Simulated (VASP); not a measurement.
Set up this calculation in VASP 6.6.1, as the native input.

| Quantity | Value |
| --- | --- |
| Task | single point |
| Functional | PBE |
| Potentials or basis | VASP PAW PBE potentials, release 64 (Zn, Cd, Se) |
| Cutoff | 520 eV |
| k mesh | 10 × 10 × 10 |
| Occupations | gaussian, width 0.02 eV |
| Spin | no spin polarisation |
| Dipole correction | no |
| Further INCAR settings | ALGO = Normal; EDIFF = 1e-06; NBANDS = 36 |

The structure of Zn2CdSe3 lies in POSCAR:

```
Zn2CdSe3
1.0
   -2.0725097395      2.0725097395      8.9026317552
    2.0725097395     -2.0725097395      8.9026317552
    2.0725097395      2.0725097395     -8.9026317552
Zn Cd Se
2 1 3
Direct
    0.6715175367      0.6715175367      0.0000000000
    0.3284824633      0.3284824633      0.0000000000
    0.0000000000      0.0000000000      0.0000000000
    0.5936311352      0.0936311352      0.5000000000
    0.2500000000      0.7500000000      0.5000000000
    0.9063688648      0.4063688648      0.5000000000
```

The input as run:

INCAR

```
PREC = Accurate
ENCUT = 520
EDIFF = 1E-6
ISMEAR = 0
SIGMA = 0.02
LREAL = F
LASPH = T
NELM = 80
ALGO = Normal
ISIF = 2
LWAVE = F
LCHARG = F
GGA = PE
NBANDS = 36
```

KPOINTS

```
regular mesh
0
Gamma
  10 10 10
```

Potentials or basis: VASP PAW PBE potentials, release 64 (Zn, Cd, Se).

Command:

```console
$ cat potpaw_PBE.64/Zn/POTCAR potpaw_PBE.64/Cd/POTCAR potpaw_PBE.64/Se/POTCAR > POTCAR
$ mpirun -np 1 vasp_std > vasp.out
```

Results of the run:

The pressure is 0.2 GPa. The largest force is 0.013 eV/Å and the band gap on the k mesh is 0.82 eV.

Run time: 22 min on 1 thread of Intel(R) Xeon(R) 6975P-C (Granite Rapids), with other jobs on the host, peak memory 1 GiB.
